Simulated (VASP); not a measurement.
# Ru (P6_3/mmc) in VASP: a series of runs

The runs below take Ru through single point, with r2SCAN.

Program: VASP 6.6.1. These are calculated values, not measurements. Logs are shortened: lines on timing, memory, paths and dates and some standing lists are left out, and cuts for length are marked.

### 1 The cell of the first run

It takes space group P6_3/mmc (No. 194, hexagonal). Conventional cell: a = 2.667 Å, b = 2.667 Å, c = 4.208 Å, α = 90.00°, β = 90.00°, γ = 120.00°. Ru (site symmetry -6m2) has 12 Ru at 2.61 to 2.67 Å within 3.4 Å.

### 2 Single point, r2SCAN

The input, POSCAR:

```
Ru
1.0
    2.6669951129      0.0000000000      0.0000000000
   -1.3334975565      2.3096855196      0.0000000000
    0.0000000000      0.0000000000      4.2081940541
Ru
2
Direct
    0.3333333333      0.6666666667      0.2500000000
    0.6666666667      0.3333333333      0.7500000000
```

The input, INCAR.step1:

```
PREC = Accurate ; ENCUT = 550
ISMEAR = -1 ; SIGMA = 0.05
LREAL = False ; LASPH = True
NELM = 120 ; NBANDS = 21
GGA = PE ; ALGO = Normal
EDIFF = 1E-5 ; LWAVE = True
LCHARG = False ; GGA_COMPAT = False
```

The input, INCAR.step2:

```
PREC = Accurate ; ENCUT = 550
EDIFF = 1E-6 ; ISMEAR = -1
SIGMA = 0.05 ; LREAL = False
LASPH = True ; NELM = 120
ALGO = Normal ; ISIF = 2
LWAVE = False ; LCHARG = False
METAGGA = R2SCAN ; LMIXTAU = True
NBANDS = 21 ; ISTART = 1
GGA_COMPAT = False
```

The input, KPOINTS:

```
regular mesh
0
Gamma
  20 20 12
```

Potentials or basis: VASP PAW PBE potentials, release 64 (Ru_pv).

Started as:

```sh
$ cat potpaw_PBE.64/Ru_pv/POTCAR > POTCAR
$ cp INCAR.step1 INCAR
$ mpirun -np 1 vasp_std > vasp.out
$ cp INCAR.step2 INCAR
$ mpirun -np 1 vasp_std > vasp.out
```

OUTCAR:

```text
PREC = Accurate
   ENCUT = 550
   EDIFF = 1E-6
   ISMEAR = -1
   LREAL = False
   LASPH = True
   NELM = 120
   ISIF = 2
   METAGGA = R2SCAN
   ISTART = 1

 ion  position               nearest neighbor table
   1  0.333  0.667  0.250-   2 2.61   2 2.61   2 2.61   2 2.61   2 2.61   2 2.61
   2  0.667  0.333  0.750-   1 2.61   1 2.61   1 2.61   1 2.61   1 2.61   1 2.61

  LATTYP: Found a hexagonal cell.
 ALAT       =     2.6669951129
 C/A-ratio  =     1.5778784272

  Lattice vectors:

 A1 = (   2.6669951129,   0.0000000000,   0.0000000000)
 A2 = (  -1.3334975565,   2.3096855196,   0.0000000000)
 A3 = (   0.0000000000,   0.0000000000,   4.2081940541)

Analysis of symmetry for initial positions (statically):
=====================================================================
 Subroutine PRICEL returns:
 Original cell was already a primitive cell.

 Routine SETGRP: Setting up the symmetry group for a
 hexagonal supercell.

 Subroutine GETGRP returns: Found 24 space group operations
 (whereof 12 operations were pure point group operations)
 out of a pool of 24 trial point group operations.

The static configuration has the point symmetry D_3d.
 The point group associated with its full space group is D_6h.

Analysis of symmetry for dynamics (positions and initial velocities):
=====================================================================
 Subroutine PRICEL returns:
 Original cell was already a primitive cell.

 Routine SETGRP: Setting up the symmetry group for a
 hexagonal supercell.

 Subroutine GETGRP returns: Found 24 space group operations
 (whereof 12 operations were pure point group operations)
 out of a pool of 24 trial point group operations.

The dynamic configuration has the point symmetry D_3d.
 The point group associated with its full space group is D_6h.

 Subroutine INISYM returns: Found 24 space group operations
 (whereof 12 operations are pure point group operations),
 and found     1 'primitive' translations

----------------------------------------------------------------------------------------

                                     Primitive cell

  volume of cell :      25.9221

  direct lattice vectors                    reciprocal lattice vectors
     2.666995113  0.000000000  0.000000000     0.374953818  0.216479688  0.000000000
    -1.333497557  2.309685520  0.000000000     0.000000000  0.432959375  0.000000000
     0.000000000  0.000000000  4.208194054     0.000000000  0.000000000  0.237631627
[... 80 lines left out ...]
   LSORBIT =      F    spin-orbit coupling
   LASPH  =      T    aspherical Exc in radial PAW
   ENCUT  =  550.0 eV  40.42 Ry    6.36 a.u.   5.10  5.10  8.05*2*pi/ulx,y,z
   NELM   =    120;   NELMIN=  2; NELMDL=  0     # of ELM steps
   EDIFF  = 0.1E-05   stopping-criterion for ELM
   LREAL  =      F    real-space projection
   EDIFFG = 0.1E-04   stopping-criterion for IOM
   NSW    =      0    number of steps for IOM
   IBRION =     -1    ionic relax: 0-MD 1-quasi-New 2-CG
   NFREE  =      0    steps in history (QN), initial steepest desc. (CG)
   ISIF   =      2    stress and relaxation
   ISYM   =      2    0-nonsym 1-usesym 2-fastsym
   POTIM  = 0.5000    time-step for ionic-motion
   TEBEG  =    0.0;   TEEND  =   0.0 temperature during run
   PSTRESS=    0.0 pullay stress
   NELECT =      28.0000    total number of electrons
   NUPDOWN=      -1.0000    fix difference up-down
   EMIN   =  10.00;   EMAX   =-10.00  energy-range for DOS
   EFERMI =   0.00;   METHOD = LEGACY
   ISMEAR =    -1;   SIGMA  =   0.05  broadening in eV -4-tet -1-fermi 0-gaus
   EFERMI_NEDOS =   21; number of points for ismear=-14 and -15
   IALGO  =     38    algorithm
   IMIX   =      4    mixing-type and parameters
     AMIX     =   0.40;   BMIX     =  1.00
     AMIX_MAG =   1.60;   BMIX_MAG =  1.00
  volume/ion in A,a.u.               =      12.96        87.47
  Fermi-wavevector in a.u.,A,eV,Ry     =   1.679721  3.174213 38.388344  2.821464
  Thomas-Fermi vector in A             =   2.763583
   LORBIT       =      0    0 simple, 1 ext, 2 COOP (PROOUT), +10 PAW based schemes
   METAGGA = R2SCAN    functional components
   LHFCALC =     F    Hartree Fock is set to
   AEXX    =    0.0000 exact exchange contribution
   IVDW    =     0    specifies the selected vdW correction
   LEPSILON=     F    determine dielectric tensor
   LRPA    =     F    only Hartree local field effects (RPA)
 non-spin polarized calculation
  energy-cutoff  :      550.00
  volume of cell :       25.92
 maximum number of plane-waves:       776
   NGX = 11   NGY = 11   NGZ = 17

 number of electron      27.9999992 magnetization

 Free energy of the ion-electron system (eV)
  ---------------------------------------------------
  ext. energy  EPLUGINS =         0.00000000
  ---------------------------------------------------
  free energy    TOTEN  =       -50.80261027 eV

  energy without entropy =      -50.79013604  energy(sigma->0) =      -50.79637315

 E-fermi :  13.6447     XC(G=0): -15.7416

 val. band max:       13.6226928605   @ k =   0.3000   0.0000   0.1667
 cond. band min:      13.6476645224   @ k =   0.3000   0.0000   0.2500
 fundamental gap:      0.0249716620
 Fermi energy:        13.6446708508

 k-point     1 :       0.0000    0.0000    0.0000
  band No.  band energies     occupation
      1     -31.6947      2.00000
      2     -30.5290      2.00000
      3     -30.5290      2.00000
      4     -30.3152      2.00000
      5     -30.3152      2.00000
      6     -30.2534      2.00000
[... 565 lines left out ...]
     20      23.5390      0.00000
     21      24.5885      0.00000

 [... further k-points ...]

------------------------ aborting loop because EDIFF is reached ----------------------------------------

  FORCE on cell =-STRESS in cart. coord.  units (eV):
  Direction    XX          YY          ZZ          XY          YZ          ZX
  --------------------------------------------------------------------------------------
  -------------------------------------------------------------------------------------
  Total        2.7142539      2.7142539      2.7431019     -0.0000000      0.0000000     -0.0000000
  in kB      167.7606998    167.7606998    169.5437150     -0.0000000      0.0000000     -0.0000000
  external PRESSURE =     168.3550382 kB  Pullay stress =       0.0000000 kB

 VOLUME and BASIS-vectors are now :
 -----------------------------------------------------------------------------
  energy-cutoff  :      550.00
  volume of cell :       25.92
      direct lattice vectors                 reciprocal lattice vectors
     2.666995113  0.000000000  0.000000000     0.374953818  0.216479688  0.000000000
    -1.333497557  2.309685520  0.000000000     0.000000000  0.432959375  0.000000000
     0.000000000  0.000000000  4.208194054     0.000000000  0.000000000  0.237631627

 POSITION                                       TOTAL-FORCE (eV/Angst)
 -----------------------------------------------------------------------------------
     -0.00000      1.53979      1.05205         0.000000     -0.000000      0.000000
      1.33350      0.76990      3.15615         0.000000      0.000000      0.000000
 -----------------------------------------------------------------------------------
    total drift:                                0.000000     -0.000000      0.000000

  FREE ENERGIE OF THE ION-ELECTRON SYSTEM (eV)
  ---------------------------------------------------
  free  energy   TOTEN  =       -50.8026102671 eV

  energy  without entropy=      -50.7901360389  energy(sigma->0) =      -50.79637315
```

OUTCAR.step1:

```text
PREC = Accurate
   ENCUT = 550
   ISMEAR = -1
   LREAL = False
   LASPH = True
[... 799 lines left out ...]
     -0.00000      1.53979      1.05205         0.000000     -0.000000      0.000000
      1.33350      0.76990      3.15615        -0.000000      0.000000      0.000000
 -----------------------------------------------------------------------------------
    total drift:                                0.000000     -0.000000      0.000000

  FREE ENERGIE OF THE ION-ELECTRON SYSTEM (eV)
  ---------------------------------------------------
  free  energy   TOTEN  =       -18.3714151748 eV

  energy  without entropy=      -18.3584134175  energy(sigma->0) =      -18.36491430
```

OSZICAR.step1:

```text
N       E                     dE             d eps       ncg     rms          rms(c)
DAV:   1     0.296633082467E+03    0.29663E+03   -0.18068E+04 12952   0.156E+03
DAV:   2    -0.135282602420E+02   -0.31016E+03   -0.30046E+03 13264   0.457E+02
DAV:   3    -0.196177775819E+02   -0.60895E+01   -0.60561E+01 15251   0.716E+01
DAV:   4    -0.196622575652E+02   -0.44480E-01   -0.44410E-01 16072   0.591E+00
DAV:   5    -0.196628097300E+02   -0.55216E-03   -0.54833E-03 14636   0.596E-01    0.199E+01
DAV:   6    -0.184675479442E+02    0.11953E+01   -0.26068E+00 14921   0.158E+01    0.597E+00
DAV:   7    -0.183800030562E+02    0.87545E-01   -0.47618E-01 14701   0.528E+00    0.116E+00
DAV:   8    -0.183715585200E+02    0.84445E-02   -0.17507E-02 14106   0.125E+00    0.314E-01
DAV:   9    -0.183714076045E+02    0.15092E-03   -0.40297E-04 14931   0.214E-01    0.368E-02
DAV:  10    -0.183714151748E+02   -0.75703E-05   -0.36518E-05 13973   0.623E-02
   1 F= -.18371415E+02 E0= -.18364914E+02  d E =-.130018E-01
```

Wall time 12 min (1 thread of Oxide Virtual Turin-like, shared host); peak memory 0.22 GiB.

What came out:

- Free energy: -50.8026 eV
- Pressure: 16.8 GPa
- Band gap on the k mesh: zero (bands 14 and 15 overlap by 3.63 eV)

Levels at points of the mesh, in eV from the Fermi level:
```tsv
k point	band 11	band 12	band 13	band 14	band 15	band 16	band 17	band 18
(0.00, 0.00, 0.00)	-2.72	-2.19	-2.19	-1.64	-1.64	1.27	1.27	1.41
(0.50, 0.00, 0.00)	-2.34	-2.01	-1.71	1.53	2.01	2.11	4.45	6.72
(0.00, 0.00, 0.50)	-3.15	-3.15	-3.01	-3.01	0.56	0.56	0.56	0.56
(0.50, 0.00, 0.50)	-1.25	-1.25	0.45	0.45	1.82	1.82	3.69	3.69
```

Caveat: the cell stands under pressure; an empty level that is flat over the whole mesh can mark a ghost state of the potentials, or a narrow d or f band; the PAW data sets were made with another functional, which shifts forces and pressure a little.

(Continued in part 2 of 2.)

The gap in the log of VASP goes by the Fermi energy; the results here count the filled bands.